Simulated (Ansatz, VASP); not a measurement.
**TaN in VASP and in Ansatz**

```xyz
2
Lattice="0.0000 2.3976 2.3976 2.3976 0.0000 2.3976 2.3976 2.3976 0.0000" Properties=species:S:1:pos:R:3 pbc="T T T"
Ta    0.0000    0.0000    0.0000
N     1.1988    1.1988    1.1988
```

Alike in both runs: task single point; functional r2SCAN; k mesh 12 × 12 × 12; occupations gaussian, width 0.05 eV; collinear spin.

|  | VASP | Ansatz |
| --- | --- | --- |
| version | VASP 6.6.1 | Ansatz 0.2.0 |
| potentials or method | VASP PAW PBE potentials, release 64 (Ta_pv, N), cutoff 660 eV | scalar-relativistic, plane waves, PAW |
| valence electrons in the cell | 16 | 18 |

```csv
,VASP,Ansatz,Ansatz less VASP
gap on the k mesh at the Fermi level (eV),none,none,-
pressure (GPa),-8.6,-9.5,-0.91
net moment per atom (μB),0.00,0.00,0.000
```

VASP's potentials were made for PBE, not for r2SCAN. A gap of «none» marks a metal or a gap that the smearing closes. VASP's potentials hold 16 valence electrons a cell and Ansatz's 18, so a difference there can come from the potentials and not from the codes. Ansatz's warnings: seeded moment not kept, stability check not made.

Spin-orbit coupling is off throughout.
